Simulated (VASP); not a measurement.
# W: single point with PBEsol

Crystal: W.

```xyz
1
Lattice="-1.5773 1.5773 1.5773 1.5773 -1.5773 1.5773 1.5773 1.5773 -1.5773" Properties=species:S:1:pos:R:3 pbc="T T T"
W     0.0000    0.0000    0.0000
```

```json
{
 "Program": "VASP 6.6.1",
 "Task": "single point",
 "Functional": "PBEsol",
 "Potentials or basis": "VASP PAW PBE potentials, release 64 (W_sv)",
 "Cutoff": "520 eV",
 "k mesh": "23 × 23 × 23",
 "Occupations": "fermi-dirac, width 0.1 eV",
 "Spin": "no spin polarisation"
}
```

The pressure is 0.5 GPa and the band gap on the k mesh is zero (bands 7 and 8 overlap by 6.25 eV).

Levels at points of the mesh, in eV from the Fermi level:
```csv
k point,band 3,band 4,band 5,band 6,band 7,band 8,band 9,band 10,band 11,band 12
"(0.00, 0.00, 0.00)",-37.67,-37.67,-9.70,-1.25,-1.25,-1.25,2.27,2.27,14.57,14.57
```

Run time: 43 s on 1 thread of Intel(R) Xeon(R) Platinum 8259CL CPU @ 2.50GHz (Skylake/Cascade Lake) (shared host), peak memory 0.18 GiB.

Caveat: the PAW data sets were made with another functional, which shifts forces and pressure a little; spin-orbit coupling is left out, which moves the levels of the heavy elements.
